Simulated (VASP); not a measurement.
# ScRu3 (I4/mmm) in VASP: a series of runs

ScRu3 is run at these levels: PBE, r2SCAN+D3(BJ), r2SCAN+rVV10; tasks: single point.

Program: VASP 6.6.1. These are calculated values, not measurements. Logs are shortened: lines on timing, memory, paths and dates and some standing lists are left out, and cuts for length are marked.

## Step 1: The cell of the first run

It takes space group I4/mmm (No. 139, tetragonal). Conventional cell: a = 3.975 Å, b = 3.975 Å, c = 8.202 Å, α = 90.00°, β = 90.00°, γ = 90.00°. Within 3.7 Å of Ru (site symmetry 4/mmm) lie 4 Sc at 2.81 Å and 8 Ru at 2.86 Å. Within 3.7 Å of Ru (site symmetry -4m2) lie 8 Ru at 2.81 to 2.86 Å and 4 Sc at 2.86 Å. Sc (site symmetry 4/mmm) has 12 Ru at 2.81 to 2.86 Å within 3.7 Å.

## Step 2: Single point, PBE

Contents of INCAR:

```
SYSTEM = ScRu3
PREC = Accurate ; ENCUT = 520
EDIFF = 1E-6 ; ISMEAR = -1
SIGMA = 0.05 ; LREAL = .False.
LASPH = .True. ; NELM = 100
ALGO = Fast ; ISIF = 2
LWAVE = .False. ; LCHARG = .False.
GGA = PE ; NBANDS = 34
```

Contents of KPOINTS:

```
Automatic mesh
0
Gamma
  10 10 10
  0 0 0
```

Contents of POSCAR:

```
ScRu3
1.0
   -1.9874894706      1.9874894706      4.1011794791
    1.9874894706     -1.9874894706      4.1011794791
    1.9874894706      1.9874894706     -4.1011794791
Ru Sc
3 1
Direct
    0.5000000000      0.5000000000      0.0000000000
    0.2500000000      0.7500000000      0.5000000000
    0.7500000000      0.2500000000      0.5000000000
    0.0000000000      0.0000000000      0.0000000000
```

Potentials or basis: VASP PAW PBE potentials, release 64 (Ru_pv, Sc_sv).

Started as:

```console
$ cat potpaw_PBE.64/Ru_pv/POTCAR potpaw_PBE.64/Sc_sv/POTCAR > POTCAR
$ mpirun -np 1 vasp_std > vasp.out
```

OUTCAR:

```text
SYSTEM = ScRu3
   PREC = Accurate
   ENCUT = 520
   EDIFF = 1E-6
   ISMEAR = -1
   LREAL = .False.
   LASPH = .True.
   NELM = 100
   ISIF = 2
   GGA = PE

 ion  position               nearest neighbor table
   1  0.500  0.500  0.000-   4 2.81   4 2.81   4 2.81   4 2.81   3 2.86   2 2.86   3 2.86   3 2.86
                             2 2.86   2 2.86   3 2.86   2 2.86
   2  0.250  0.750  0.500-   3 2.81   3 2.81   3 2.81   3 2.81   4 2.86   1 2.86   4 2.86   1 2.86
                             4 2.86   4 2.86   1 2.86   1 2.86
   3  0.750  0.250  0.500-   2 2.81   2 2.81   2 2.81   2 2.81   4 2.86   1 2.86   4 2.86   4 2.86
                             1 2.86   1 2.86   4 2.86   1 2.86
   4  0.000  0.000  0.000-   1 2.81   1 2.81   1 2.81   1 2.81   3 2.86   2 2.86   3 2.86   2 2.86
                             3 2.86   3 2.86   2 2.86   2 2.86

  LATTYP: Found a body centered tetragonal cell.
 ALAT       =     3.9749789412
 C/A-ratio  =     2.0634974624

  Lattice vectors:

 A1 = (  -1.9874894706,   1.9874894706,   4.1011794791)
 A2 = (   1.9874894706,  -1.9874894706,   4.1011794791)
 A3 = (   1.9874894706,   1.9874894706,  -4.1011794791)

Analysis of symmetry for initial positions (statically):
=====================================================================
 Subroutine PRICEL returns:
 Original cell was already a primitive cell.

 Routine SETGRP: Setting up the symmetry group for a
 body centered tetragonal supercell.

 Subroutine GETGRP returns: Found 16 space group operations
 (whereof 16 operations were pure point group operations)
 out of a pool of 16 trial point group operations.

The static configuration has the point symmetry D_4h.

Analysis of symmetry for dynamics (positions and initial velocities):
=====================================================================
 Subroutine PRICEL returns:
 Original cell was already a primitive cell.

 Routine SETGRP: Setting up the symmetry group for a
 body centered tetragonal supercell.

 Subroutine GETGRP returns: Found 16 space group operations
 (whereof 16 operations were pure point group operations)
 out of a pool of 16 trial point group operations.

The dynamic configuration has the point symmetry D_4h.

 Subroutine INISYM returns: Found 16 space group operations
 (whereof 16 operations are pure point group operations),
 and found     1 'primitive' translations

----------------------------------------------------------------------------------------

                                     Primitive cell

  volume of cell :      64.8005

[... 95 lines left out ...]
   NSW    =      0    number of steps for IOM
   IBRION =     -1    ionic relax: 0-MD 1-quasi-New 2-CG
   NFREE  =      0    steps in history (QN), initial steepest desc. (CG)
   ISIF   =      2    stress and relaxation
   ISYM   =      2    0-nonsym 1-usesym 2-fastsym
   POTIM  = 0.5000    time-step for ionic-motion
   TEBEG  =    0.0;   TEEND  =   0.0 temperature during run
   PSTRESS=    0.0 pullay stress
   NELECT =      53.0000    total number of electrons
   NUPDOWN=      -1.0000    fix difference up-down
   EMIN   =  10.00;   EMAX   =-10.00  energy-range for DOS
   EFERMI =   0.00;   METHOD = LEGACY
   ISMEAR =    -1;   SIGMA  =   0.05  broadening in eV -4-tet -1-fermi 0-gaus
   EFERMI_NEDOS =   21; number of points for ismear=-14 and -15
   IALGO  =     68    algorithm
   IMIX   =      4    mixing-type and parameters
     AMIX     =   0.40;   BMIX     =  1.00
     AMIX_MAG =   1.60;   BMIX_MAG =  1.00
  volume/ion in A,a.u.               =      16.20       109.32
  Fermi-wavevector in a.u.,A,eV,Ry     =   1.530996  2.893162 31.891347  2.343948
  Thomas-Fermi vector in A             =   2.638401
   LORBIT       =      0    0 simple, 1 ext, 2 COOP (PROOUT), +10 PAW based schemes
   GGA     = PE    functional components
   LHFCALC =     F    Hartree Fock is set to
   AEXX    =    0.0000 exact exchange contribution
   IVDW    =     0    specifies the selected vdW correction
   LEPSILON=     F    determine dielectric tensor
   LRPA    =     F    only Hartree local field effects (RPA)
 non-spin polarized calculation
 RMM-DIIS sequential band-by-band and
  energy-cutoff  :      520.00
  volume of cell :       64.80
 maximum number of plane-waves:      1776
 NGX is ok and might be reduce to    40
   NGX = 19   NGY = 19   NGZ = 19

 number of electron      53.0000001 magnetization

 Free energy of the ion-electron system (eV)
  ---------------------------------------------------
  ext. energy  EPLUGINS =         0.00000000
  ---------------------------------------------------
  free energy    TOTEN  =       -33.87877379 eV

  energy without entropy =      -33.82527311  energy(sigma->0) =      -33.85202345

 E-fermi :   8.8369     XC(G=0): -12.6832

 val. band max:        8.8367932295   @ k =  -0.3000  -0.4000   0.1000
 cond. band min:       8.8427704052   @ k =  -0.3000   0.3000   0.3000
 fundamental gap:      0.0059771757
 Fermi energy:         8.8369233113

 k-point     1 :       0.0000    0.0000    0.0000
  band No.  band energies     occupation
      1     -39.7216      2.00000
      2     -33.6011      2.00000
      3     -33.5666      2.00000
      4     -33.5666      2.00000
      5     -33.3659      2.00000
      6     -33.3659      2.00000
[... 877 lines left out ...]
     33      12.4673      0.00000
     34      12.6442      0.00000

 [... further k-points ...]

------------------------ aborting loop because EDIFF is reached ----------------------------------------

  FORCE on cell =-STRESS in cart. coord.  units (eV):
  Direction    XX          YY          ZZ          XY          YZ          ZX
  --------------------------------------------------------------------------------------
  -------------------------------------------------------------------------------------
  Total       -4.7894243     -4.7894243     -4.4731042      0.0000000      0.0000000      0.0000000
  in kB     -118.4173822   -118.4173822   -110.5964425      0.0000000      0.0000000      0.0000000
  external PRESSURE =    -115.8104023 kB  Pullay stress =       0.0000000 kB

 VOLUME and BASIS-vectors are now :
 -----------------------------------------------------------------------------
  energy-cutoff  :      520.00
  volume of cell :       64.80
      direct lattice vectors                 reciprocal lattice vectors
    -1.987489471  1.987489471  4.101179479     0.000000000  0.251573660  0.121916147
     1.987489471 -1.987489471  4.101179479     0.251573660  0.000000000  0.121916147
     1.987489471  1.987489471 -4.101179479     0.251573660  0.251573660  0.000000000

 POSITION                                       TOTAL-FORCE (eV/Angst)
 -----------------------------------------------------------------------------------
      0.00000      0.00000      4.10118         0.000000      0.000000     -0.000000
      1.98749      0.00000      2.05059         0.000000      0.000000     -0.000000
      0.00000      1.98749      2.05059        -0.000000     -0.000000      0.000000
      0.00000      0.00000      0.00000         0.000000      0.000000     -0.000000
 -----------------------------------------------------------------------------------
    total drift:                               -0.000000     -0.000000      0.000000

  FREE ENERGIE OF THE ION-ELECTRON SYSTEM (eV)
  ---------------------------------------------------
  free  energy   TOTEN  =       -33.8787737864 eV

  energy  without entropy=      -33.8252731067  energy(sigma->0) =      -33.85202345
```

OSZICAR:

```text
N       E                     dE             d eps       ncg     rms          rms(c)
DAV:   1     0.682098657323E+03    0.68210E+03   -0.28718E+04  6952   0.172E+03
DAV:   2     0.205423741565E+01   -0.68004E+03   -0.66910E+03  6962   0.576E+02
DAV:   3    -0.343260418568E+02   -0.36380E+02   -0.33843E+02  9686   0.129E+02
DAV:   4    -0.361570995840E+02   -0.18311E+01   -0.17929E+01 10058   0.330E+01
DAV:   5    -0.361833623466E+02   -0.26263E-01   -0.26202E-01  9632   0.300E+00    0.163E+01
RMM:   6    -0.341887399850E+02    0.19946E+01   -0.57058E+00  8471   0.181E+01    0.525E+00
RMM:   7    -0.348485701941E+02   -0.65983E+00   -0.31037E+00  9426   0.110E+01    0.812E+00
RMM:   8    -0.338850556216E+02    0.96351E+00   -0.11047E+00  9537   0.696E+00    0.127E+00
RMM:   9    -0.338815927708E+02    0.34629E-02   -0.16550E-01 10220   0.233E+00    0.756E-01
RMM:  10    -0.338787372774E+02    0.28555E-02   -0.40074E-02  9608   0.144E+00    0.386E-01
RMM:  11    -0.338786649329E+02    0.72345E-04   -0.75705E-03 10272   0.577E-01    0.152E-01
RMM:  12    -0.338787645040E+02   -0.99571E-04   -0.27108E-03 10573   0.240E-01    0.718E-02
RMM:  13    -0.338787601977E+02    0.43064E-05   -0.44631E-04 10389   0.114E-01    0.348E-02
RMM:  14    -0.338787680721E+02   -0.78745E-05   -0.18666E-04 10299   0.688E-02    0.113E-02
RMM:  15    -0.338787732417E+02   -0.51696E-05   -0.61307E-05  9649   0.370E-02    0.896E-03
RMM:  16    -0.338787737689E+02   -0.52714E-06   -0.11721E-05  7364   0.198E-02    0.594E-03
RMM:  17    -0.338787737864E+02   -0.17511E-07   -0.34997E-06  6215   0.170E-02
   1 F= -.33878774E+02 E0= -.33852023E+02  d E =-.535007E-01
```

stdout:

```text
POSCAR found type information on POSCAR RuSc
 POSCAR found :  2 types and       4 ions
 scaLAPACK will be used
 LDA part: xc-table for (Slater+PW92), standard interpolation
 POSCAR, INCAR and KPOINTS ok, starting setup
 FFT: planning ... GRIDC
 FFT: planning ... GRID_SOFT
 FFT: planning ... GRID
 WAVECAR not read
 entering main loop
```

Wall time 7.8 min (1 thread of Intel Xeon Platinum 8259CL at 2.50GHz (Skylake/Cascade Lake), shared host); peak memory 0.37 GiB.

What came out:

| Quantity | Value |
| --- | --- |
| Free energy | -33.8788 eV |
| Pressure | -11.6 GPa |
| Band gap on the k mesh | zero (an odd number of electrons rules out a gap without spin polarisation) |

Stress tensor (GPa, compression positive):
```
-11.84   0.00   0.00
  0.00 -11.84   0.00
  0.00   0.00 -11.06
```

Caveat: the cell stands under tension.

## Step 3: Single point, r2SCAN+D3(BJ)

This run uses another cell than the first one, of 14.66 Å³/atom.

Contents of POSCAR:

```
ScRu3
1.0
   -1.9110044921      1.9110044921      4.0149483957
    1.9110044921     -1.9110044921      4.0149483957
    1.9110044921      1.9110044921     -4.0149483957
Ru Sc
3 1
Direct
    0.5000000000      0.5000000000      0.0000000000
    0.2500000000      0.7500000000      0.5000000000
    0.7500000000      0.2500000000      0.5000000000
    0.0000000000      0.0000000000      0.0000000000
```

Contents of INCAR.step1:

```
ALGO = Normal
EDIFF = 1E-4
ENCUT = 520
GGA = PE
ISMEAR = -1
LASPH = True
LCHARG = False
LREAL = False
LWAVE = True
NBANDS = 34
NELM = 80
PREC = Accurate
SIGMA = 0.05
```

Contents of INCAR.step2:

```
ALGO = Normal
EDIFF = 1E-7
ENCUT = 520
ISIF = 2
ISMEAR = -1
ISTART = 1
IVDW = 12
LASPH = True
LCHARG = False
LMIXTAU = True
LREAL = False
LWAVE = False
METAGGA = R2SCAN
NBANDS = 34
NELM = 80
PREC = Accurate
SIGMA = 0.05
VDW_A1 = 0.49484001
VDW_A2 = 5.73083694
VDW_S6 = 1.0
VDW_S8 = 0.78981345
```

Contents of KPOINTS:

```
k-points
0
Gamma
  10 10 10
```

Potentials or basis: VASP PAW PBE potentials, release 64 (Ru_pv, Sc_sv).

Started as:

```console
$ cat potpaw_PBE.64/Ru_pv/POTCAR potpaw_PBE.64/Sc_sv/POTCAR > POTCAR
$ cp INCAR.step1 INCAR
$ mpirun -np 1 vasp_std > vasp.out
$ cp INCAR.step2 INCAR
$ mpirun -np 1 vasp_std > vasp.out
```

Wall time 7.7 min (1 thread of Intel Xeon 6975P-C (Granite Rapids), shared host); peak memory 0.35 GiB.

It converged, with:

- Free energy: -88.8774 eV
- Pressure: 1.3 GPa
- Band gap on the k mesh: zero (an odd number of electrons rules out a gap without spin polarisation)
- Dispersion energy per atom: -0.279 eV

Stress tensor (GPa, compression positive):
```
1.30 0.00 0.00
0.00 1.30 0.00
0.00 0.00 1.22
```

Levels at points of the mesh, in eV from the Fermi level:
| k point | band 24 | band 25 | band 26 | band 27 | band 28 | band 29 | band 30 | band 31 |
| --- | --- | --- | --- | --- | --- | --- | --- | --- |
| (0.00, 0.00, 0.00) | -0.40 | -0.40 | -0.26 | -0.14 | 1.08 | 2.69 | 3.36 | 3.51 |
| (0.50, 0.00, 0.00) | -2.00 | -0.83 | -0.44 | -0.27 | -0.20 | 1.39 | 1.47 | 2.12 |
| (0.50, 0.50, 0.00) | -0.91 | -0.80 | -0.41 | 0.20 | 0.87 | 1.37 | 1.60 | 1.72 |
| (0.50, 0.50, 0.50) | -0.19 | -0.19 | 1.09 | 1.09 | 1.18 | 1.77 | 2.68 | 4.55 |

Caveat: the PAW data sets were made with another functional, which shifts forces and pressure a little.

## Step 4: Single point, r2SCAN+rVV10

This run uses another cell than the first one, of 14.73 Å³/atom.

Contents of POSCAR:

```
ScRu3
1.0
   -1.9136284581      1.9136284581      4.0222773017
    1.9136284581     -1.9136284581      4.0222773017
    1.9136284581      1.9136284581     -4.0222773017
Ru Sc
3 1
Direct
    0.5000000000      0.5000000000      0.0000000000
    0.2500000000      0.7500000000      0.5000000000
    0.7500000000      0.2500000000      0.5000000000
    0.0000000000      0.0000000000      0.0000000000
```

Contents of INCAR.step1:

```
SYSTEM = ScRu3
PREC = Accurate
ENCUT = 520
ISMEAR = -1
SIGMA = 0.05
LREAL = .FALSE.
LASPH = .TRUE.
NELM = 80
NBANDS = 34
GGA = PE
ALGO = Normal
EDIFF = 1E-4
LWAVE = .TRUE.
LCHARG = .FALSE.
```

Contents of INCAR.step2:

```
SYSTEM = ScRu3
PREC = Accurate
ENCUT = 520
EDIFF = 1E-7
ISMEAR = -1
SIGMA = 0.05
LREAL = .FALSE.
LASPH = .TRUE.
NELM = 80
ALGO = Normal
ISIF = 2
LWAVE = .FALSE.
LCHARG = .FALSE.
METAGGA = R2SCAN
LMIXTAU = .TRUE.
LUSE_VDW = .TRUE.
IVDW_NL = 2
BPARAM = 11.95
CPARAM = 0.0093
NBANDS = 34
ISTART = 1
```

Contents of KPOINTS:

```
regular mesh
0
G
  10 10 10
  0 0 0
```

Started as:

```console
$ cat potpaw_PBE.64/Ru_pv/POTCAR potpaw_PBE.64/Sc_sv/POTCAR > POTCAR
$ cp INCAR.step1 INCAR
$ mpirun -np 1 vasp_std > vasp.out
$ cp INCAR.step2 INCAR
$ mpirun -np 1 vasp_std > vasp.out
```

It took 7.3 min on 1 thread of Intel Xeon 6975P-C (Granite Rapids), shared host; peak memory 0.51 GiB.

Results (log left out):

| Property | Result |
| --- | --- |
| Free energy | -86.7585 eV |
| Pressure | 1.5 GPa |
| Band gap on the k mesh | zero (an odd number of electrons rules out a gap without spin polarisation) |

Stress tensor (GPa, compression positive):
```
1.56 0.00 0.00
0.00 1.56 0.00
0.00 0.00 1.46
```

Levels at points of the mesh, in eV from the Fermi level:
| k point | band 23 | band 24 | band 25 | band 26 | band 27 | band 28 | band 29 | band 30 | band 31 | band 32 |
| --- | --- | --- | --- | --- | --- | --- | --- | --- | --- | --- |
| (0.00, 0.00, 0.00) | -1.60 | -0.39 | -0.39 | -0.26 | -0.14 | 1.07 | 2.67 | 3.36 | 3.47 | 4.38 |
| (0.50, 0.00, 0.00) | -2.13 | -1.98 | -0.82 | -0.43 | -0.27 | -0.20 | 1.38 | 1.47 | 2.11 | 2.81 |
| (0.50, 0.50, 0.00) | -1.55 | -0.91 | -0.79 | -0.41 | 0.20 | 0.87 | 1.34 | 1.59 | 1.68 | 3.96 |
| (0.50, 0.50, 0.50) | -0.28 | -0.18 | -0.18 | 1.09 | 1.09 | 1.17 | 1.76 | 2.67 | 4.52 | 4.52 |

Caveat: the PAW data sets were made with another functional, which shifts forces and pressure a little.

## Step 5: Single point, r2SCAN+D3(BJ)

This run uses another cell than the first one, of 14.77 Å³/atom.

Contents of POSCAR:

```
ScRu3
1.0
   -1.9148710474      1.9148710474      4.0275644182
    1.9148710474     -1.9148710474      4.0275644182
    1.9148710474      1.9148710474     -4.0275644182
Ru Sc
3 1
Direct
    0.5000000000      0.5000000000      0.0000000000
    0.2500000000      0.7500000000      0.5000000000
    0.7500000000      0.2500000000      0.5000000000
    0.0000000000      0.0000000000      0.0000000000
```

Contents of INCAR.step1:

```
SYSTEM = ScRu3
ALGO = Normal
EDIFF = 1E-4
ENCUT = 520
GGA = PE
ISMEAR = -1
LASPH = .TRUE.
LCHARG = .FALSE.
LREAL = .FALSE.
LWAVE = .TRUE.
NBANDS = 34
NELM = 60
PREC = Accurate
SIGMA = 0.05
```

Contents of INCAR.step2:

```
SYSTEM = ScRu3
ALGO = Normal
EDIFF = 1E-7
ENCUT = 520
ISIF = 2
ISMEAR = -1
ISTART = 1
IVDW = 12
LASPH = .TRUE.
LCHARG = .FALSE.
LMIXTAU = .TRUE.
LREAL = .FALSE.
LWAVE = .FALSE.
METAGGA = R2SCAN
NBANDS = 34
NELM = 60
PREC = Accurate
SIGMA = 0.05
VDW_A1 = 0.49484001
VDW_A2 = 5.73083694
VDW_S6 = 1.0
VDW_S8 = 0.78981345
```

Contents of KPOINTS:

```
k-points
0
G
  10 10 10
  0 0 0
```

Started as:

```console
$ cat potpaw_PBE.64/Ru_pv/POTCAR potpaw_PBE.64/Sc_sv/POTCAR > POTCAR
$ cp INCAR.step1 INCAR
$ mpirun -np 1 vasp_std > vasp.out
$ cp INCAR.step2 INCAR
$ mpirun -np 1 vasp_std > vasp.out
```

It took 6.9 min on 1 thread of Intel Xeon 6975P-C (Granite Rapids), shared host; peak memory 0.35 GiB.

It converged, with:

```
Free energy                : -88.8788 eV
Pressure                   : -0.4 GPa
Band gap on the k mesh     : zero (an odd number of electrons rules out a gap without spin polarisation)
Dispersion energy per atom : -0.277 eV
```

Stress tensor (GPa, compression positive):
```
-0.33  0.00  0.00
 0.00 -0.33  0.00
 0.00  0.00 -0.44
```

Levels at points of the mesh, in eV from the Fermi level:
| k point | band 25 | band 26 | band 27 | band 28 | band 29 | band 30 |
| --- | --- | --- | --- | --- | --- | --- |
| (0.00, 0.00, 0.00) | -0.39 | -0.26 | -0.14 | 1.07 | 2.66 | 3.34 |
| (0.50, 0.00, 0.00) | -0.82 | -0.43 | -0.27 | -0.20 | 1.37 | 1.46 |
| (0.50, 0.50, 0.00) | -0.79 | -0.41 | 0.20 | 0.87 | 1.35 | 1.58 |
| (0.50, 0.50, 0.50) | -0.18 | 1.08 | 1.08 | 1.17 | 1.75 | 2.66 |

Caveat: three body term missing; the PAW data sets were made with another functional, which shifts forces and pressure a little.

## Step 6: Overview

| level | cell | gap on the mesh (eV) | pressure (GPa) |
| --- | --- | --- | --- |
| PBE | a = 4.972 Å, angles 132.9, 132.9, 68.8°, 4 atoms | none | -11.6 |
| r2SCAN+D3(BJ) | a = 4.840 Å, angles 133.5, 133.5, 67.9°, 4 atoms | none | 1.3 |
| r2SCAN+rVV10 | a = 4.848 Å, angles 133.5, 133.5, 67.9°, 4 atoms | none | 1.5 |
| r2SCAN+D3(BJ) | a = 4.853 Å, angles 133.5, 133.5, 67.8°, 4 atoms | none | -0.4 |

Alike in all rows: task single point; potentials or basis VASP PAW PBE potentials, release 64 (Ru_pv, Sc_sv); no spin polarisation; k mesh 10 × 10 × 10; cutoff (eV) 520; smearing fermi-dirac 0.05 eV.

Caveats: the PAW data sets were made with another functional, which shifts forces and pressure a little (at least some runs); the cell stands under tension (at least some runs); three body term missing (at least some runs).

Absolute energies hang on the potentials; compare differences alone.
